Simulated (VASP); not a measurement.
# FeO in VASP: further runs

Runs on FeO. Level: LDA+U. Tasks: single point, relaxation of cell and atoms.

Program: VASP 6.6.1. These are calculated values, not measurements. Logs are shortened: lines on timing, memory, paths and dates and some standing lists are left out, and cuts for length are marked.

## (1) The cell of the first run

Symmetry: R-3m, No. 166, trigonal system. Conventional cell: a = 3.059 Å, b = 3.059 Å, c = 7.165 Å, α = 90.00°, β = 90.00°, γ = 120.00°. Fe (site symmetry -3m) has 6 O at 2.13 Å within 2.8 Å. Within 2.8 Å of O (site symmetry -3m) lie 6 Fe at 2.13 Å.

## (2) Single point, LDA+U, collinear spin, ferromagnetic start

INCAR reads:

```
SYSTEM = FeO
ALGO = Normal
EDIFF = 1E-7
ENCUT = 520
GGA = CA
ISIF = 2
ISMEAR = -1
ISPIN = 2
LASPH = .TRUE.
LCHARG = .FALSE.
LDAU = .TRUE.
LDAUJ = 0.9 0
LDAUL = 2 -1
LDAUPRINT = 1
LDAUTYPE = 1
LDAUU = 4.9 0
LMAXMIX = 4
LORBIT = 11
LREAL = .FALSE.
LWAVE = .FALSE.
MAGMOM = 2.4 0
NBANDS = 18
NELM = 150
PREC = Accurate
SIGMA = 0.1
```

KPOINTS reads:

```
k-points
0
G
  10 10 10
  0 0 0
```

POSCAR reads:

```
FeO
1.0
    2.9697847819     -0.0514353691     -0.0363702983
    1.4403480547      2.5976267494     -0.0363702983
    1.4403480547      0.8315853371      2.4611894188
Fe O
1 1
Direct
    0.0000000000      0.0000000000      0.0000000000
    0.5000000000      0.5000000000      0.5000000000
```

Potentials or basis: VASP PAW LDA potentials, release 64 (Fe, O).

Started as:

```
> cat potpaw_LDA.64/Fe/POTCAR potpaw_LDA.64/O/POTCAR > POTCAR
> mpirun -np 1 vasp_std > vasp.out
```

OUTCAR:

```text
SYSTEM = FeO
   EDIFF = 1E-7
   ENCUT = 520
   GGA = CA
   ISIF = 2
   ISMEAR = -1
   ISPIN = 2
   LASPH = .TRUE.
   LORBIT = 11
   LREAL = .FALSE.
   NELM = 150
   PREC = Accurate

 ion  position               nearest neighbor table
   1  0.000  0.000  0.000-   2 2.13   2 2.13   2 2.13   2 2.13   2 2.13   2 2.13
   2  0.500  0.500  0.500-   1 2.13   1 2.13   1 2.13   1 2.13   1 2.13   1 2.13

  LATTYP: Found a trigonal (rhomboedric) cell.
 ALAT       =     2.9704528353
 COS(alpha) =     0.4697902577

  Lattice vectors:

 A1 = (   2.9697847819,  -0.0514353691,  -0.0363702983)
 A2 = (   1.4403480547,   2.5976267494,  -0.0363702983)
 A3 = (   1.4403480547,   0.8315853371,   2.4611894188)

Analysis of symmetry for initial positions (statically):
=====================================================================
 Subroutine PRICEL returns:
 Original cell was already a primitive cell.

 Routine SETGRP: Setting up the symmetry group for a
 trigonal (rhombohedral) supercell.

 Subroutine GETGRP returns: Found 12 space group operations
 (whereof 12 operations were pure point group operations)
 out of a pool of 12 trial point group operations.

The static configuration has the point symmetry D_3d.

Analysis of symmetry for dynamics (positions and initial velocities):
=====================================================================
 Subroutine PRICEL returns:
 Original cell was already a primitive cell.

 Routine SETGRP: Setting up the symmetry group for a
 trigonal (rhombohedral) supercell.

 Subroutine GETGRP returns: Found 12 space group operations
 (whereof 12 operations were pure point group operations)
 out of a pool of 12 trial point group operations.

The dynamic configuration has the point symmetry D_3d.

Analysis of structural, dynamic, and magnetic symmetry:
=====================================================================
 Subroutine PRICEL returns:
 Original cell was already a primitive cell.

 Routine SETGRP: Setting up the symmetry group for a
 trigonal (rhombohedral) supercell.

 Subroutine GETGRP returns: Found 12 space group operations
 (whereof 12 operations were pure point group operations)
 out of a pool of 12 trial point group operations.

The overall configuration has the point symmetry D_3d.

 Subroutine INISYM returns: Found 12 space group operations
 (whereof 12 operations are pure point group operations),
 and found     1 'primitive' translations

----------------------------------------------------------------------------------------

                                     Primitive cell

  volume of cell :      19.3539

  direct lattice vectors                    reciprocal lattice vectors
     2.969784782 -0.051435369 -0.036370298     0.331895908 -0.185871900 -0.131431281
     1.440348055  2.597626749 -0.036370298     0.004978166  0.380366237 -0.131431281
     1.440348055  0.831585337  2.461189419     0.004978166  0.002874146  0.402423155

  length of vectors
     2.970452835  2.970452835  2.970452835     0.402464207  0.402464207  0.402464207

  position of ions in fractional coordinates (direct lattice)
     0.000000000  0.000000000  0.000000000
     0.500000000  0.500000000  0.500000000

  ion indices of the primitive-cell ions
   primitive index   ion index
                 1           1
                 2           2

----------------------------------------------------------------------------------------

 KPOINTS: k-points

Automatic generation of k-mesh.
 Grid dimensions read from file:
 generate k-points for:   10   10   10

 Generating k-lattice:

  Cartesian coordinates                     Fractional coordinates (reciprocal lattice)
     0.033189591 -0.018587190 -0.013143128     0.100000000  0.000000000  0.000000000
[... 64 lines left out ...]
   NFREE  =      0    steps in history (QN), initial steepest desc. (CG)
   ISIF   =      2    stress and relaxation
   ISYM   =      2    0-nonsym 1-usesym 2-fastsym
   POTIM  = 0.5000    time-step for ionic-motion
   TEBEG  =    0.0;   TEEND  =   0.0 temperature during run
   PSTRESS=    0.0 pullay stress
   NELECT =      14.0000    total number of electrons
   NUPDOWN=      -1.0000    fix difference up-down
   EMIN   =  10.00;   EMAX   =-10.00  energy-range for DOS
   EFERMI =   0.00;   METHOD = LEGACY
   ISMEAR =    -1;   SIGMA  =   0.10  broadening in eV -4-tet -1-fermi 0-gaus
   EFERMI_NEDOS =   21; number of points for ismear=-14 and -15
   IALGO  =     38    algorithm
   IMIX   =      4    mixing-type and parameters
     AMIX     =   0.40;   BMIX     =  1.00
     AMIX_MAG =   1.60;   BMIX_MAG =  1.00
  volume/ion in A,a.u.               =       9.68        65.30
  Fermi-wavevector in a.u.,A,eV,Ry     =   1.469584  2.777110 29.384177  2.159676
  Thomas-Fermi vector in A             =   2.584943
   LORBIT       =     11    0 simple, 1 ext, 2 COOP (PROOUT), +10 PAW based schemes
 LDA+U is selected, type is set to LDAUTYPE =  1
   angular momentum for each species LDAUL =     2   -1
   U (eV)           for each species LDAUU =   4.9  0.0
   J (eV)           for each species LDAUJ =   0.9  0.0
   GGA     = CA    functional components
   LHFCALC =     F    Hartree Fock is set to
   AEXX    =    0.0000 exact exchange contribution
   IVDW    =     0    specifies the selected vdW correction
   LEPSILON=     F    determine dielectric tensor
   LRPA    =     F    only Hartree local field effects (RPA)
 spin polarized calculation
  energy-cutoff  :      520.00
  volume of cell :       19.35
 maximum number of plane-waves:       536
 NGX is ok and might be reduce to    24
   NGX = 11   NGY = 11   NGZ = 11

atom =   1  type =  1  l = 2

 onsite density matrix

spin component  1

  0.9850 -0.0005  0.0010 -0.0264  0.0006
 -0.0005  1.0048 -0.0005 -0.0010 -0.0258
  0.0010 -0.0005  0.9670 -0.0009  0.0006
 -0.0264 -0.0010 -0.0009  1.0037 -0.0005
  0.0006 -0.0258  0.0006 -0.0005  0.9844

spin component  2

  0.2555  0.0026 -0.0054  0.0928 -0.0038
  0.0026  0.1833  0.0031  0.0057  0.0898
 -0.0054  0.0031  0.3185  0.0054 -0.0031
  0.0928  0.0057  0.0054  0.1899  0.0026
 -0.0038  0.0898 -0.0031  0.0026  0.2599

 occupancies and eigenvectors

  o =  0.1238  v =  0.0000  0.0000  0.0000  0.0000  0.0000 -0.2433 -0.7492  0.0022  0.3865  0.4797      0.0000  0.0000  0.0000  0.0000  0.0000  0.0000  0.0000  0.0000  0.0000  0.0000
  o =  0.1238  v =  0.0000  0.0000  0.0000  0.0000  0.0000  0.5234 -0.3666  0.0449 -0.7183  0.2714      0.0000  0.0000  0.0000  0.0000  0.0000  0.0000  0.0000  0.0000  0.0000  0.0000
  o =  0.3185  v =  0.0000  0.0000  0.0000  0.0000  0.0000 -0.3677  0.4796  0.1978 -0.2208  0.7395      0.0000  0.0000  0.0000  0.0000  0.0000  0.0000  0.0000  0.0000  0.0000  0.0000
  o =  0.3185  v =  0.0000  0.0000  0.0000  0.0000  0.0000 -0.2954 -0.0152 -0.9207 -0.2522  0.0339      0.0000  0.0000  0.0000  0.0000  0.0000  0.0000  0.0000  0.0000  0.0000  0.0000
  o =  0.3227  v =  0.0000  0.0000  0.0000  0.0000  0.0000 -0.6667 -0.2722  0.3333 -0.4714 -0.3849      0.0000  0.0000  0.0000  0.0000  0.0000  0.0000  0.0000  0.0000  0.0000  0.0000
  o =  0.9661  v =  0.6667  0.2722 -0.3333  0.4714  0.3849  0.0000  0.0000  0.0000  0.0000  0.0000      0.0000  0.0000  0.0000  0.0000  0.0000  0.0000  0.0000  0.0000  0.0000  0.0000
  o =  0.9671  v =  0.3601 -0.4918 -0.1988  0.2315 -0.7317  0.0000  0.0000  0.0000  0.0000  0.0000      0.0000  0.0000  0.0000  0.0000  0.0000  0.0000  0.0000  0.0000  0.0000  0.0000
  o =  0.9671  v =  0.3043  0.0041  0.9212  0.2408 -0.0271  0.0000  0.0000  0.0000  0.0000  0.0000      0.0000  0.0000  0.0000  0.0000  0.0000  0.0000  0.0000  0.0000  0.0000  0.0000
  o =  1.0224  v =  0.2653  0.7301 -0.0006 -0.3999 -0.4865  0.0000  0.0000  0.0000  0.0000  0.0000      0.0000  0.0000  0.0000  0.0000  0.0000  0.0000  0.0000  0.0000  0.0000  0.0000
  o =  1.0224  v =  0.5127 -0.3886  0.0266 -0.7116  0.2812  0.0000  0.0000  0.0000  0.0000  0.0000      0.0000  0.0000  0.0000  0.0000  0.0000  0.0000  0.0000  0.0000  0.0000  0.0000

 number of electron      13.9999999 magnetization       4.0005035

 Free energy of the ion-electron system (eV)
  ---------------------------------------------------
  ext. energy  EPLUGINS =         0.00000000
  ---------------------------------------------------
  free energy    TOTEN  =       -14.47361761 eV

  energy without entropy =      -14.43245545  energy(sigma->0) =      -14.45303653

 E-fermi :   6.5991     XC(G=0): -12.8028

 val. band max:        6.5961326920   @ k =  -0.3000   0.1000   0.0000
 cond. band min:       6.6033697485   @ k =  -0.4000   0.3000   0.2000
 fundamental gap:      0.0072370565
 Fermi energy:         6.5991029119

 spin component 1

 k-point     1 :       0.0000    0.0000    0.0000
  band No.  band energies     occupation
      1     -14.2414      1.00000
      2       0.4133      1.00000
      3       0.4133      1.00000
      4       0.5490      1.00000
      5       0.5490      1.00000
      6       0.7417      1.00000
[... 1001 lines left out ...]
     17      35.6878      0.00000
     18      37.1369      0.00000

 [... further k-points ...]

------------------------ aborting loop because EDIFF is reached ----------------------------------------

  FORCE on cell =-STRESS in cart. coord.  units (eV):
  Direction    XX          YY          ZZ          XY          YZ          ZX
  --------------------------------------------------------------------------------------
  -------------------------------------------------------------------------------------
  Total       -1.0208943     -1.2587720     -1.3182414      0.2060081      0.0841025      0.1456697
  in kB      -84.5126590   -104.2048811   -109.1279366     17.0539646      6.9622519     12.0589740
  external PRESSURE =     -99.2818256 kB  Pullay stress =       0.0000000 kB

 VOLUME and BASIS-vectors are now :
 -----------------------------------------------------------------------------
  energy-cutoff  :      520.00
  volume of cell :       19.35
      direct lattice vectors                 reciprocal lattice vectors
     2.969784782 -0.051435369 -0.036370298     0.331895908 -0.185871900 -0.131431281
     1.440348055  2.597626749 -0.036370298     0.004978166  0.380366237 -0.131431281
     1.440348055  0.831585337  2.461189419     0.004978166  0.002874146  0.402423155

 POSITION                                       TOTAL-FORCE (eV/Angst)
 -----------------------------------------------------------------------------------
      0.00000      0.00000      0.00000        -0.000000      0.000000      0.000000
      2.92524      1.68889      1.19422         0.000000     -0.000000      0.000000
 -----------------------------------------------------------------------------------
    total drift:                               -0.000000      0.000000     -0.000000

  FREE ENERGIE OF THE ION-ELECTRON SYSTEM (eV)
  ---------------------------------------------------
  free  energy   TOTEN  =       -14.4736176076 eV

  energy  without entropy=      -14.4324554531  energy(sigma->0) =      -14.45303653

 total charge

# of ion       s       p       d       tot
------------------------------------------
    1        0.309   0.397   6.127   6.833
    2        1.540   3.451   0.000   4.991
--------------------------------------------------
tot          1.849   3.848   6.127  11.824

 magnetization (x)

# of ion       s       p       d       tot
------------------------------------------
    1        0.022   0.020   3.733   3.776
    2        0.022   0.201   0.000   0.223
--------------------------------------------------
tot          0.045   0.221   3.733   3.999
```

It took 92 s on 1 thread of Intel Xeon 8259CL, shared host; peak memory 0.18 GiB.

Results:

| Item | Value |
| --- | --- |
| Free energy | -14.4736 eV |
| Pressure | -9.9 GPa |
| Band gap on the k mesh | zero (filled and empty bands overlap) |
| Net moment | 4.00 μB per cell |
| Site moments | Fe +3.78; O +0.22 μB |
| Valence electrons inside the program's atomic spheres | Fe 6.83; O 4.99 |

Stress tensor (GPa, compression positive):
```
 -8.45   1.71   1.21
  1.71 -10.42   0.70
  1.21   0.70 -10.91
```

Eigenvalues of the final occupation matrices:
```tsv
site	spin	trace	eigenvalues
site 1 d	1	4.94	0.97 0.97 0.97 1.02 1.02
site 1 d	2	1.21	0.12 0.12 0.32 0.32 0.32
```

Caveat: the cell stands under tension; a cell with one magnetic atom can't hold antiferromagnetic order, which such compounds often take.

## (3) Relaxation of cell and atoms, LDA+U, collinear spin, ferromagnetic start, target pressure 2 GPa, at which the enthalpy is minimised

This run uses another cell than the first one, of 10.01 Å³/atom.

INCAR reads:

```
SYSTEM = FeO
PREC = Accurate
ENCUT = 600
EDIFF = 1E-6
ISMEAR = -1
SIGMA = 0.1
LREAL = .FALSE.
LASPH = .TRUE.
NELM = 150
ALGO = Normal
ISIF = 3
LWAVE = .FALSE.
LCHARG = .FALSE.
ISPIN = 2
MAGMOM = 2.4 0
LORBIT = 11
LMAXMIX = 4
LDAU = .TRUE.
LDAUTYPE = 1
LDAUL = 2 -1
LDAUU = 4.9 0
LDAUJ = 0.9 0
LDAUPRINT = 1
GGA = CA
IBRION = 2
NSW = 80
EDIFFG = -0.05
PSTRESS = 20.0
```

KPOINTS reads:

```
Automatic mesh
0
G
  10 10 10
  0 0 0
```

POSCAR reads:

```
FeO
1.0
    3.0481960000      0.0000000000      0.0000000000
    1.5240980000      2.6398151717      0.0000000000
    1.5240980000      0.8799383906      2.4888416120
Fe O
1 1
Direct
    0.0000000000      0.0000000000      0.0000000000
    0.5000000000      0.5000000000      0.5000000000
```

Potentials or basis: VASP PAW LDA potentials, release 64 (Fe, O).

Started as:

```
> cat potpaw_LDA.64/Fe/POTCAR potpaw_LDA.64/O/POTCAR > POTCAR
> mpirun -np 1 vasp_std > vasp.out
```

Run time: 52 s. Hardware: 1 thread of Intel Xeon 8259CL, shared host; peak memory 0.16 GiB.

It converged, with:

```yaml
Free_energy: -14.5172 eV
Relaxed_volume: 9.13 Å³/atom
Relaxed_cell: a = 2.956 Å, b = 2.956 Å, c = 2.956 Å, α = 60.00°, β = 60.00°, γ = 60.00°
Space_group_after_relaxing_to_0.1_Å: Fm-3m (No. 225)
Energy_change_on_relaxing_the_run_minimises_the_enthalpy: -42.7 meV/atom
Ionic_steps: 3
Pressure_after_relaxing: 1.8 GPa
Band_gap_on_the_k_mesh: zero (filled and empty bands overlap)
Net_moment: 4.00 μB per cell
Site_moments: Fe +3.77; O +0.24 μB
Valence_electrons_inside_the_program's_atomic_spheres: Fe 6.95; O 5.03
```

Step by step:
| step | energy change (eV) | largest force (eV/Å) | pressure (GPa) | volume (Å³) |
| --- | --- | --- | --- | --- |
| 1 | 0.0000 | 0.0000 | -15.79 | 20.03 |
| 2 | 0.0051 | 0.0000 | 21.94 | 16.97 |
| 3 | -0.0854 | 0.0000 | 1.80 | 18.26 |

Final structure:
```
CELL_PARAMETERS angstrom
2.95603 0.00000 0.00000
1.47801 2.56000 0.00000
1.47801 0.85333 2.41359
ATOMIC_POSITIONS crystal
Fe 0.00000 0.00000 0.00000
O 0.50000 0.50000 0.50000
```

Levels at points of the mesh, in eV from the Fermi level:
Spin up:
```tsv
k point	band 5	band 6	band 7	band 8	band 9	band 10	band 11	band 12
(0.00, 0.00, 0.00)	-6.07	-6.07	-4.24	-4.24	-4.24	0.48	15.35	15.91
(0.50, 0.00, 0.00)	-5.18	-5.18	-4.12	-1.35	-1.35	4.00	9.00	12.75
(0.50, 0.50, 0.00)	-5.56	-5.56	-4.92	-4.84	-4.84	5.58	9.09	9.66
```
Spin down:
| k point | band 2 | band 3 | band 4 | band 5 | band 6 | band 7 | band 8 | band 9 |
| --- | --- | --- | --- | --- | --- | --- | --- | --- |
| (0.00, 0.00, 0.00) | -3.74 | -3.74 | -3.74 | -0.86 | -0.86 | -0.86 | 0.90 | 0.90 |
| (0.50, 0.00, 0.00) | -8.99 | -5.61 | -5.61 | 0.51 | 0.51 | 0.70 | 3.69 | 3.69 |
| (0.50, 0.50, 0.00) | -7.76 | -5.05 | -5.05 | -2.51 | 0.90 | 0.90 | 1.55 | 2.13 |

Eigenvalues of the final occupation matrices:
| site | spin | trace | eigenvalues |
| --- | --- | --- | --- |
| site 1 d | 1 | 4.97 | 0.97 0.97 0.97 1.03 1.03 |
| site 1 d | 2 | 1.24 | 0.14 0.14 0.32 0.32 0.32 |

Caveat: the cell is relaxed towards a set pressure, so the run minimises the enthalpy, not the energy; a cell with one magnetic atom can't hold antiferromagnetic order, which such compounds often take.

The gap in the log of VASP goes by the Fermi energy; the results here count the filled bands.